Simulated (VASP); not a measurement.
Crystal: TiO2.

```
CELL_PARAMETERS angstrom
6.15358 -1.88347 0.00000
6.15358 1.88347 0.00000
-1.92833 0.00000 6.32897
ATOMIC_POSITIONS crystal
Ti 0.90007 0.90007 0.28960
Ti 0.19529 0.19529 0.28376
Ti 0.09993 0.09993 0.71040
Ti 0.80471 0.80471 0.71624
O 0.36193 0.36193 0.29340
O 0.26349 0.26349 0.65250
O 0.86719 0.86719 0.99529
O 0.73651 0.73651 0.34750
O 0.94165 0.94165 0.63002
O 0.13281 0.13281 0.00471
O 0.63807 0.63807 0.70660
O 0.05835 0.05835 0.36998
```

Base run:

* Program: VASP 6.6.1
* Functional: BLYP
* Potentials or basis: VASP PAW PBE potentials, release 64 (Ti_sv, O)
* Cutoff: 520 eV
* k mesh: 8 × 8 × 4
* Occupations: fermi-dirac, width 0.05 eV
* Spin: no spin polarisation

Its results: band gap on the k mesh 2.71 eV (least direct gap 2.88 eV); pressure 4.2 GPa; largest force 0.125 eV/Å.

**Question.** The run is repeated on the same cell with these changes: further incar settings from ALGO = Normal; EDIFF = 1e-06; NBANDS = 60 to ALGO = Normal; EDIFF = 1e-07; NBANDS = 60; dispersion from none to D4. What comes out?

**Answer.** Band gap on the k mesh 2.71 eV (least direct gap 2.88 eV); pressure -1.5 GPa; largest force 0.200 eV/Å.

Caveats: the PAW data sets were made with another functional, which shifts forces and pressure a little; the cell stands under pressure (at least some runs).

A k mesh can miss the band edges.
